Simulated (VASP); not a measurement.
Crystal: B3N2.

```
B N
1.0
     5.14201    0.00000    0.00000
     0.00000    5.14201    0.00000
     0.00000    0.00000    2.71498
B N
6 4
Direct
  0.00000 0.00000 0.00000
  0.50000 0.50000 0.00000
  0.17680 0.67680 0.50000
  0.32320 0.17680 0.50000
  0.82320 0.32320 0.50000
  0.67680 0.82320 0.50000
  0.38270 0.88270 0.00000
  0.11730 0.38270 0.00000
  0.61730 0.11730 0.00000
  0.88270 0.61730 0.00000
```

```yaml
Program: VASP 6.6.1
Task: relaxation of cell and atoms
Functional: PBE
Potentials_or_basis: VASP PAW PBE potentials, release 64 (B, N)
Cutoff: 600 eV
k_mesh: 4 × 4 × 6
Occupations: gaussian, width 0.1 eV
Spin: no spin polarisation
```

At the start: pressure -5.4 GPa; volume 7.18 Å³/atom.

Q: Where does the relaxation end?

A: Over 31 steps the energy falls by 1959.8 meV/atom and the volume is 11.27 Å³/atom (+57.0 %); space group P4/mbm (No. 127, to 0.05 Å).

Step by step:
| step | energy change (eV) | largest force (eV/Å) | pressure (GPa) | volume (Å³) |
| --- | --- | --- | --- | --- |
| 1 | 0.0000 | 4.4666 | -5.44 | 71.78 |
| 2 | -6.1956 | 5.3116 | -17.07 | 69.12 |
| 3 | 7.6977 | 16.7435 | 252.00 | 59.45 |
| 4 | -9.1347 | 4.5175 | -10.80 | 67.74 |
| 5 | -11.7265 | 0.8089 | 55.45 | 63.82 |
| 6 | -11.9528 | 2.8531 | 25.75 | 65.05 |
| 7 | -12.0308 | 2.0838 | 37.19 | 64.53 |
| 8 | -14.1193 | 1.1078 | 49.02 | 69.59 |
| 9 | -15.4950 | 1.3459 | 59.53 | 77.88 |
| 10 | -18.8332 | 1.1965 | -1.88 | 96.37 |
| 11 | -18.0580 | 0.2888 | 35.09 | 87.55 |
| 12 | -19.0231 | 0.3011 | 11.45 | 92.96 |
| 13 | -19.0394 | 0.4859 | 8.06 | 93.76 |
| 14 | -19.2347 | 0.5163 | -0.56 | 97.91 |
| 15 | -19.2367 | 0.5136 | -1.39 | 98.32 |
| 16 | -19.3650 | 0.3576 | -0.59 | 100.09 |
| 17 | -19.5387 | 0.0651 | -0.44 | 105.47 |
| 18 | -19.5402 | 0.0961 | -0.52 | 106.00 |
| 19 | -19.5458 | 0.0710 | 2.42 | 105.28 |
| 20 | -19.5481 | 0.0785 | 1.36 | 105.54 |
| 21 | -19.5541 | 0.0657 | 1.21 | 106.00 |
| 22 | -19.5687 | 0.0223 | 0.85 | 107.40 |
| 23 | -19.5817 | 0.1297 | -0.16 | 110.22 |
| 24 | -19.5848 | 0.1320 | 0.80 | 110.82 |
| 25 | -19.5850 | 0.1320 | 0.65 | 110.72 |
| 26 | -19.5881 | 0.1247 | 0.38 | 111.21 |
| 27 | -19.5927 | 0.1010 | -0.42 | 112.62 |
| 28 | -19.5946 | 0.0727 | 0.18 | 112.56 |
| 29 | -19.5947 | 0.0670 | 0.31 | 112.54 |
| 30 | -19.5959 | 0.0559 | 0.22 | 112.57 |
| 31 | -19.5978 | 0.0218 | -0.09 | 112.67 |

Final structure:
```yaml
crystal:
  lattice:
    - [6.52129, 0.00000, 0.00000]
    - [0.00000, 6.52129, 0.00000]
    - [0.00000, 0.00000, 2.64940]
  atoms:
    - { symbol: B, position: [0.00000, 0.00000, 0.00000] }
    - { symbol: B, position: [0.50000, 0.50000, 0.00000] }
    - { symbol: B, position: [0.21483, 0.71483, 0.50000] }
    - { symbol: B, position: [0.28517, 0.21483, 0.50000] }
    - { symbol: B, position: [0.78517, 0.28517, 0.50000] }
    - { symbol: B, position: [0.71483, 0.78517, 0.50000] }
    - { symbol: N, position: [0.21057, 0.71057, 0.00000] }
    - { symbol: N, position: [0.28943, 0.21057, 0.00000] }
    - { symbol: N, position: [0.78943, 0.28943, 0.00000] }
    - { symbol: N, position: [0.71057, 0.78943, 0.00000] }
```

Caveat: the k points lie up to 0.40 Å⁻¹ apart in the final cell; the volume moved by over 15 % at a fixed basis, so the end points are rough.
